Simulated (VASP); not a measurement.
Runs of VASP 6.6.1 on GaAs (rocksalt type). The structure is that of space group Fm-3m (No. 225), or close to it. The cells are those of the table. 

```csv
task,cell,cutoff (eV),gap on the mesh (eV),pressure (GPa)
single point,"a = 3.735 Å, angles 60.0°, 2 atoms",520,none,(a)
single point,"a = 3.654 Å, angles 60.0°, 2 atoms",520,none,12.6
single point,"a = 3.813 Å, angles 60.0°, 2 atoms",520,none,0.2
single point,"a = 3.286 Å, angles 60.0°, 2 atoms",520,none,90.4
single point,"a = 3.124 Å, angles 60.0°, 2 atoms",520,none,170.2
single point,"a = 3.540 Å, angles 60.0°, 2 atoms",520,none,(b)
single point,"a = 3.418 Å, angles 60.0°, 2 atoms",520,none,50.9
relaxation of cell and atoms,"relaxed from a = 3.549 Å, angles 60.0°, 2 atoms",600,none,0.0
```

Alike in all rows: level PBE; potentials or basis VASP PAW PBE potentials, release 64 (Ga_d, As); no spin polarisation; k mesh 15 × 15 × 15; smearing fermi-dirac 0.08 eV.

Q: Fill in the values left out.

A: (a) 5.3; (b) 27.2.

A k mesh can miss the band edges, and the runs leave out spin-orbit coupling on As, Ga.

A gap of «none» marks levels without a gap at the run's occupations.
